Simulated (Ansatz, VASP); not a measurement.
Si4Cl: VASP beside Ansatz

```xyz
5
Lattice="-2.2297 2.2297 4.2158 2.2297 -2.2297 4.2158 2.2297 2.2297 -4.2158" Properties=species:S:1:pos:R:3 pbc="T T T"
Si    0.0000    0.0000    2.0657
Si    0.0000    0.0000    6.3659
Si    0.0000    2.2297    0.0000
Si    2.2297    0.0000    0.0000
Cl    0.0000    0.0000    0.0000
```

Change from the starting cell: species swapped into the PbF4 type (I4/mmm, No. 139).

Alike in both runs: task single point; functional PBE; k mesh 6 × 6 × 6; occupations gaussian, width 0.1 eV; no spin polarisation.

|  | VASP | Ansatz |
| --- | --- | --- |
| version | VASP 6.6.1 | Ansatz 0.2.0 |
| potentials or method | VASP PAW PBE potentials, release 64 (Si, Cl), cutoff 520 eV | scalar-relativistic, plane waves, PAW |
| valence electrons in the cell | 23 | 23 |

```csv
,VASP,Ansatz,Ansatz less VASP
gap on the k mesh at the Fermi level (eV),none,none,-
pressure (GPa),16.2,15.9,-0.34
"traceless stress, the component that is largest in VASP (GPa)",11.13,11.11,-0.024
rms of the force components (eV/Å),1.795,1.775,-0.0207
```

Atom by atom the forces differ by 0.021 eV/Å (rms over components). A gap of «none» marks a metal or a gap that the smearing closes.
